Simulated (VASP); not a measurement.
# ZnO (R-3m) in VASP: single point with r2SCAN

Aim: the single point of ZnO with r2SCAN.

Everything below comes from runs of VASP 6.6.1. Logs are shortened: lines on timing, memory, paths and dates and some standing lists are left out, and cuts for length are marked.

### Step 1. The cell of the first run

The structure is trigonal, space group R-3m (No. 166). Conventional cell: a = 2.929 Å, b = 2.929 Å, c = 7.568 Å, α = 90.00°, β = 90.00°, γ = 120.00°. Within 2.8 Å of Zn (site symmetry -3m) lie 6 O at 2.11 Å. O (site symmetry -3m) has 6 Zn at 2.11 Å within 2.8 Å.

### Step 2. Single point, r2SCAN (epitaxial 111 strain -2.9%)

The input, POSCAR:

```
ZnO
1.0
    0.0754600268      2.1469243276      2.1469243276
    2.1469243276      0.0754600268      2.1469243276
    2.1469243276      2.1469243276      0.0754600268
Zn O
1 1
Direct
    0.0000000000      0.0000000000      0.0000000000
    0.5000000000      0.5000000000      0.5000000000
```

The input, INCAR.step1:

```
PREC     = Accurate       # precision mode
ENCUT    = 910            # plane-wave cutoff, eV
ISMEAR   = 0              # smearing method
SIGMA    = 0.01           # smearing width, eV
LREAL    = F              # projectors in reciprocal space
LASPH    = T              # aspherical terms in the spheres
NELM     = 120            # most SCF steps
NBANDS   = 16             # bands
GGA      = PE             # functional
ALGO     = Normal         # electronic algorithm
EDIFF    = 1E-5           # SCF threshold, eV
LWAVE    = T              # write WAVECAR
LCHARG   = F              # write CHGCAR
GGA_COMPAT= F
```

The input, INCAR.step2:

```
PREC     = Accurate       # precision mode
ENCUT    = 910            # plane-wave cutoff, eV
EDIFF    = 1E-6           # SCF threshold, eV
ISMEAR   = 0              # smearing method
SIGMA    = 0.01           # smearing width, eV
LREAL    = F              # projectors in reciprocal space
LASPH    = T              # aspherical terms in the spheres
NELM     = 120            # most SCF steps
ALGO     = Normal         # electronic algorithm
ISIF     = 2              # what is computed and relaxed
LWAVE    = F              # write WAVECAR
LCHARG   = F              # write CHGCAR
METAGGA  = R2SCAN         # meta-GGA
LMIXTAU  = T            
NBANDS   = 16             # bands
ISTART   = 1            
GGA_COMPAT= F
```

The input, KPOINTS:

```
regular mesh
0
Gamma
  10 10 10
```

Potentials or basis: VASP PAW PBE potentials, release 64 (Zn, O_h).

Command:

```console
$ cat potpaw_PBE.64/Zn/POTCAR potpaw_PBE.64/O_h/POTCAR > POTCAR
$ cp INCAR.step1 INCAR
$ mpirun -np 1 vasp_std > vasp.out
$ cp INCAR.step2 INCAR
$ mpirun -np 1 vasp_std > vasp.out
```

OUTCAR:

```text
PREC = Accurate
   ENCUT = 910
   EDIFF = 1E-6
   ISMEAR = 0
   LREAL = F
   LASPH = T
   NELM = 120
   ISIF = 2
   METAGGA = R2SCAN
   ISTART = 1

 ion  position               nearest neighbor table
   1  0.000  0.000  0.000-   2 2.11   2 2.11   2 2.11   2 2.11   2 2.11   2 2.11
   2  0.500  0.500  0.500-   1 2.11   1 2.11   1 2.11   1 2.11   1 2.11   1 2.11

  LATTYP: Found a trigonal (rhomboedric) cell.
 ALAT       =     3.0371470746
 COS(alpha) =     0.5348176162

  Lattice vectors:

 A1 = (   0.0754600268,   2.1469243276,   2.1469243276)
 A2 = (   2.1469243276,   0.0754600268,   2.1469243276)
 A3 = (   2.1469243276,   2.1469243276,   0.0754600268)

Analysis of symmetry for initial positions (statically):
=====================================================================
 Subroutine PRICEL returns:
 Original cell was already a primitive cell.

 Routine SETGRP: Setting up the symmetry group for a
 trigonal (rhombohedral) supercell.

 Subroutine GETGRP returns: Found 12 space group operations
 (whereof 12 operations were pure point group operations)
 out of a pool of 12 trial point group operations.

The static configuration has the point symmetry D_3d.

Analysis of symmetry for dynamics (positions and initial velocities):
=====================================================================
 Subroutine PRICEL returns:
 Original cell was already a primitive cell.

 Routine SETGRP: Setting up the symmetry group for a
 trigonal (rhombohedral) supercell.

 Subroutine GETGRP returns: Found 12 space group operations
 (whereof 12 operations were pure point group operations)
 out of a pool of 12 trial point group operations.

The dynamic configuration has the point symmetry D_3d.

 Subroutine INISYM returns: Found 12 space group operations
 (whereof 12 operations are pure point group operations),
 and found     1 'primitive' translations

----------------------------------------------------------------------------------------

                                     Primitive cell

  volume of cell :      18.7485

  direct lattice vectors                    reciprocal lattice vectors
     0.075460027  2.146924328  2.146924328    -0.245543810  0.237206484  0.237206484
     2.146924328  0.075460027  2.146924328     0.237206484 -0.245543810  0.237206484
     2.146924328  2.146924328  0.075460027     0.237206484  0.237206484 -0.245543810

  length of vectors
     3.037147075  3.037147075  3.037147075     0.415722978  0.415722978  0.415722978

  position of ions in fractional coordinates (direct lattice)
     0.000000000  0.000000000  0.000000000
     0.500000000  0.500000000  0.500000000

  ion indices of the primitive-cell ions
   primitive index   ion index
                 1           1
                 2           2

----------------------------------------------------------------------------------------

 KPOINTS: regular mesh

Automatic generation of k-mesh.
 Grid dimensions read from file:
 generate k-points for:   10   10   10

 Generating k-lattice:

  Cartesian coordinates                     Fractional coordinates (reciprocal lattice)
    -0.024554381  0.023720648  0.023720648     0.100000000 -0.000000000 -0.000000000
     0.023720648 -0.024554381  0.023720648    -0.000000000  0.100000000 -0.000000000
     0.023720648  0.023720648 -0.024554381    -0.000000000 -0.000000000  0.100000000

  Length of vectors
     0.041572298  0.041572298  0.041572298

  Shift w.r.t. Gamma in fractional coordinates (k-lattice)
     0.000000000  0.000000000  0.000000000

 Subroutine IBZKPT returns following result:
 ===========================================

 Found    116 irreducible k-points:

 Following reciprocal coordinates:
            Coordinates               Weight
  0.000000  0.000000  0.000000      1.000000
  0.100000 -0.000000 -0.000000      6.000000
  0.200000 -0.000000 -0.000000      6.000000
  0.300000 -0.000000 -0.000000      6.000000
  0.400000  0.000000  0.000000      6.000000
  0.500000  0.000000  0.000000      3.000000
[... 16 lines left out ...]
  0.300000  0.300000 -0.000000      6.000000
  0.400000  0.300000  0.000000     12.000000
 [... further k-points ...]
   k-points           NKPTS =    116   k-points in BZ     NKDIM =    116   number of bands    NBANDS=     16
   number of dos      NEDOS =    301   number of ions     NIONS =      2
   total plane-waves  NPLWV =  27000
   dimension x,y,z NGX =    30 NGY =   30 NGZ =   30
   dimension x,y,z NGXF=    60 NGYF=   60 NGZF=   60
   ions per type =               1   1
   NGX,Y,Z   is equivalent  to a cutoff of  16.42, 16.42, 16.42 a.u.
   NGXF,Y,Z  is equivalent  to a cutoff of  32.84, 32.84, 32.84 a.u.
 SYSTEM =  unknown system
   PREC   = accura    normal or accurate (medium, high low for compatibility)
   ISTART =      1    job   : 0-new  1-cont  2-samecut
   ICHARG =      0    charge: 1-file 2-atom 10-const
   ISPIN  =      1    spin polarized calculation?
   LNONCOLLINEAR =      F non collinear calculations
   LSORBIT =      F    spin-orbit coupling
   LASPH  =      T    aspherical Exc in radial PAW
   ENCUT  =  910.0 eV  66.88 Ry    8.18 a.u.   7.47  7.47  7.47*2*pi/ulx,y,z
   NELM   =    120;   NELMIN=  2; NELMDL=  0     # of ELM steps
   EDIFF  = 0.1E-05   stopping-criterion for ELM
   LREAL  =      F    real-space projection
   EDIFFG = 0.1E-04   stopping-criterion for IOM
   NSW    =      0    number of steps for IOM
   IBRION =     -1    ionic relax: 0-MD 1-quasi-New 2-CG
   NFREE  =      0    steps in history (QN), initial steepest desc. (CG)
   ISIF   =      2    stress and relaxation
   ISYM   =      2    0-nonsym 1-usesym 2-fastsym
   POTIM  = 0.5000    time-step for ionic-motion
   TEBEG  =    0.0;   TEEND  =   0.0 temperature during run
   PSTRESS=    0.0 pullay stress
   NELECT =      18.0000    total number of electrons
   NUPDOWN=      -1.0000    fix difference up-down
   EMIN   =  10.00;   EMAX   =-10.00  energy-range for DOS
   EFERMI =   0.00;   METHOD = LEGACY
   ISMEAR =     0;   SIGMA  =   0.01  broadening in eV -4-tet -1-fermi 0-gaus
   EFERMI_NEDOS =   21; number of points for ismear=-14 and -15
   IALGO  =     38    algorithm
   IMIX   =      4    mixing-type and parameters
     AMIX     =   0.40;   BMIX     =  1.00
     AMIX_MAG =   1.60;   BMIX_MAG =  1.00
  volume/ion in A,a.u.               =       9.37        63.26
  Fermi-wavevector in a.u.,A,eV,Ry     =   1.615015  3.051935 35.487697  2.608272
  Thomas-Fermi vector in A             =   2.709830
   LORBIT       =      0    0 simple, 1 ext, 2 COOP (PROOUT), +10 PAW based schemes
   METAGGA = R2SCAN    functional components
   LHFCALC =     F    Hartree Fock is set to
   AEXX    =    0.0000 exact exchange contribution
   IVDW    =     0    specifies the selected vdW correction
   LEPSILON=     F    determine dielectric tensor
   LRPA    =     F    only Hartree local field effects (RPA)
 non-spin polarized calculation
 Gauss-broadening in eV      SIGMA  =   0.01
  energy-cutoff  :      910.00
  volume of cell :       18.75
 maximum number of plane-waves:      1187
 NGX is ok and might be reduce to    30
   NGX = 15   NGY = 15   NGZ = 15

 number of electron      17.9999998 magnetization

 Free energy of the ion-electron system (eV)
  ---------------------------------------------------
  ext. energy  EPLUGINS =         0.00000000
  ---------------------------------------------------
  free energy    TOTEN  =       -17.91903408 eV

  energy without entropy =      -17.91903408  energy(sigma->0) =      -17.91903408

 E-fermi :   3.3743     XC(G=0): -13.3615

 val. band max:        3.2905701222   @ k =   0.5000   0.5000   0.5000
 cond. band min:       4.9432608475   @ k =   0.0000   0.0000   0.0000
 fundamental gap:      1.6526907253
 Fermi energy:         3.3743317702

 k-point     1 :       0.0000    0.0000    0.0000
  band No.  band energies     occupation
      1     -16.7027      2.00000
      2      -1.8014      2.00000
      3      -1.7409      2.00000
      4      -1.7409      2.00000
      5      -1.5274      2.00000
      6      -1.5274      2.00000
[... 8 lines left out ...]
     15      24.4615      0.00000
     16      24.7858      0.00000

 k-point     2 :       0.1000   -0.0000   -0.0000
  band No.  band energies     occupation
      1     -16.5835      2.00000
      2      -1.8564      2.00000
      3      -1.8243      2.00000
      4      -1.7180      2.00000
      5      -1.6691      2.00000
      6      -1.6417      2.00000
[... 8 lines left out ...]
     15      24.1482      0.00000
     16      24.7350      0.00000

 k-point     3 :       0.2000   -0.0000   -0.0000
  band No.  band energies     occupation
      1     -16.2542      2.00000
      2      -2.2947      2.00000
      3      -2.2123      2.00000
      4      -2.0607      2.00000
      5      -1.5941      2.00000
      6      -1.5778      2.00000
[... 8 lines left out ...]
     15      24.2609      0.00000
     16      25.5724      0.00000

 k-point     4 :       0.3000   -0.0000   -0.0000
  band No.  band energies     occupation
      1     -15.8054      2.00000
      2      -3.2347      2.00000
      3      -2.6559      2.00000
      4      -2.4395      2.00000
      5      -1.4665      2.00000
      6      -1.4326      2.00000
[... 8 lines left out ...]
     15      25.6098      0.00000
     16      27.1575      0.00000
[... 324 lines left out ...]
 k-point    22 :      -0.2000    0.2000    0.0000
  band No.  band energies     occupation
      1     -15.6787      2.00000
      2      -3.2721      2.00000
      3      -2.7389      2.00000
      4      -2.2701      2.00000
      5      -1.5356      2.00000
      6      -1.2902      2.00000
[... 8 lines left out ...]
     15      26.6076      0.00000
     16      28.1363      0.00000

 k-point    23 :       0.3000    0.3000   -0.0000
  band No.  band energies     occupation
      1     -15.6660      2.00000
      2      -3.3031      2.00000
      3      -2.0509      2.00000
      4      -1.6404      2.00000
      5      -1.5789      2.00000
      6      -1.4027      2.00000
[... 8 lines left out ...]
     15      32.0054      0.00000
     16      32.8516      0.00000

 k-point    24 :       0.4000    0.3000    0.0000
  band No.  band energies     occupation
      1     -15.4162      2.00000
      2      -3.3129      2.00000
      3      -2.1846      2.00000
      4      -1.8292      2.00000
      5      -1.4977      2.00000
      6      -1.2749      2.00000
[... 8 lines left out ...]
     15      32.3075      0.00000
     16      32.7956      0.00000

 [... further k-points ...]

------------------------ aborting loop because EDIFF is reached ----------------------------------------

  FORCE on cell =-STRESS in cart. coord.  units (eV):
  Direction    XX          YY          ZZ          XY          YZ          ZX
  --------------------------------------------------------------------------------------
  -------------------------------------------------------------------------------------
  Total        1.0102941      1.0102941      1.0102941     -0.4192915     -0.4192915     -0.4192915
  in kB       86.3357726     86.3357726     86.3357726    -35.8310022    -35.8310022    -35.8310022
  external PRESSURE =      86.3357726 kB  Pullay stress =       0.0000000 kB

 VOLUME and BASIS-vectors are now :
 -----------------------------------------------------------------------------
  energy-cutoff  :      910.00
  volume of cell :       18.75
      direct lattice vectors                 reciprocal lattice vectors
     0.075460027  2.146924328  2.146924328    -0.245543810  0.237206484  0.237206484
     2.146924328  0.075460027  2.146924328     0.237206484 -0.245543810  0.237206484
     2.146924328  2.146924328  0.075460027     0.237206484  0.237206484 -0.245543810

 POSITION                                       TOTAL-FORCE (eV/Angst)
 -----------------------------------------------------------------------------------
      0.00000      0.00000      0.00000         0.000000     -0.000000     -0.000000
      2.18465      2.18465      2.18465        -0.000000      0.000000      0.000000
 -----------------------------------------------------------------------------------
    total drift:                                0.000000      0.000000      0.000000

  FREE ENERGIE OF THE ION-ELECTRON SYSTEM (eV)
  ---------------------------------------------------
  free  energy   TOTEN  =       -17.9190340774 eV

  energy  without entropy=      -17.9190340774  energy(sigma->0) =      -17.91903408
```

Wall time 3.4 min (1 thread of AMD EPYC 9R45 (Zen 5), shared host); peak memory 0.2 GiB.

Results:

```
Free energy            : -17.9190 eV
Pressure               : 8.6 GPa
Band gap on the k mesh : 1.65 eV (least direct gap 3.12 eV)
```

Stress tensor (GPa, compression positive):
```
 8.63 -3.58 -3.58
-3.58  8.63 -3.58
-3.58 -3.58  8.63
```

Levels at points of the mesh, in eV from the valence-band top:
| k point | band 5 | band 6 | band 7 | band 8 | band 9 | band 10 | band 11 | band 12 | band 13 | band 14 |
| --- | --- | --- | --- | --- | --- | --- | --- | --- | --- | --- |
| (0.00, 0.00, 0.00) | -4.82 | -4.82 | -1.92 | -1.46 | -1.46 | 1.65 | 18.04 | 19.10 | 19.57 | 19.57 |
| (0.50, 0.00, 0.00) | -4.61 | -4.56 | -3.67 | -0.07 | -0.05 | 6.03 | 10.49 | 13.47 | 14.02 | 20.52 |
| (0.50, 0.50, 0.00) | -4.47 | -4.45 | -4.13 | -3.36 | -2.91 | 5.14 | 11.82 | 12.05 | 16.79 | 17.28 |
| (0.50, 0.50, 0.50) | -4.62 | -4.62 | -3.87 | 0.00 | 0.00 | 6.66 | 9.84 | 14.76 | 14.76 | 21.49 |

Caveat: the cell differs from its parent crystal (epitaxial 111 strain -2.9%); the cutoff is under 1.25 times the usual one of these potentials, so pressure, stress and relaxed cells hold a basis-set (Pulay) error; the cell stands under pressure; the PAW data sets were made with another functional, which shifts forces and pressure a little. A k mesh can miss the band edges.
